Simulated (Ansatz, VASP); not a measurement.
One calculation of As, two programs

Contents of INCAR:

```
ALGO = Normal ; EDIFF = 1E-6
ENCUT = 520 ; GGA = CA
ISIF = 2 ; ISMEAR = -1
LASPH = True ; LCHARG = False
LREAL = False ; LWAVE = False
NBANDS = 18 ; NELM = 100
PREC = Accurate ; SIGMA = 0.05
```

File KPOINTS:

```
k-points
0
Gamma
  8 8 6
```

File POSCAR:

```
As
1.0
    1.7877446484     -5.3877235979      0.0000000000
    1.7877446484      5.3877235979      0.0000000000
    0.0000000000      0.0000000000      4.3787499060
As
4
Direct
    0.3900000000      0.6100000000      0.5600000000
    0.8900000000      0.1100000000      0.9400000000
    0.6100000000      0.3900000000      0.4400000000
    0.1100000000      0.8900000000      0.0600000000
```

Contents of input.yaml:

```yaml
crystal:
  lattice:
    - [1.7877446484, -5.3877235979, 0.0]
    - [1.7877446484, 5.3877235979, 0.0]
    - [0.0, 0.0, 4.378749906]
  atoms:
    - { symbol: As, position: [0.39, 0.61, 0.56] }
    - { symbol: As, position: [0.89, 0.11, 0.94] }
    - { symbol: As, position: [0.61, 0.39, 0.44] }
    - { symbol: As, position: [0.11, 0.89, 0.06] }
kpoints:
  mp_grid: { grid: [8, 8, 6] }
scf:
  occupations: { method: fermi_dirac, width: 0.05 }
hamiltonian:
  xc: lda
  pseudopotentials: { kind: all_electron, lapw: { basis_error: 0.002 } }
output:
  forces: true
  stress: true
  eigenvalues: true
```

Change from the starting cell: volume scaled by 0.94.

Alike in both runs: task single point; functional LDA; k mesh 8 × 8 × 6; occupations fermi-dirac, width 0.05 eV; no spin polarisation.

|  | VASP | Ansatz |
| --- | --- | --- |
| version | VASP 6.6.1 | Ansatz 0.2.0 |
| potentials or method | VASP PAW LDA potentials, release 64 (As), cutoff 520 eV | all-electron LAPW, scalar-relativistic |

|  | VASP | Ansatz | Ansatz less VASP |
| --- | --- | --- | --- |
| gap on the k mesh at the Fermi level (eV) | none | none | - |
| pressure (GPa) | 3.4 | 2.8 | -0.55 |
| traceless stress, the component that is largest in VASP (GPa) | -1.31 | -1.27 | +0.037 |
| rms of the force components (eV/Å) | 0.284 | 0.230 | -0.0547 |

LDA's correlation is that of Perdew and Zunger in VASP and of Perdew and Wang (1992) in Ansatz. Atom by atom the forces differ by 0.058 eV/Å (rms over components). A gap of «none» marks a metal or a gap that the smearing closes. Ansatz ran all-electron here, and VASP with PAW potentials.
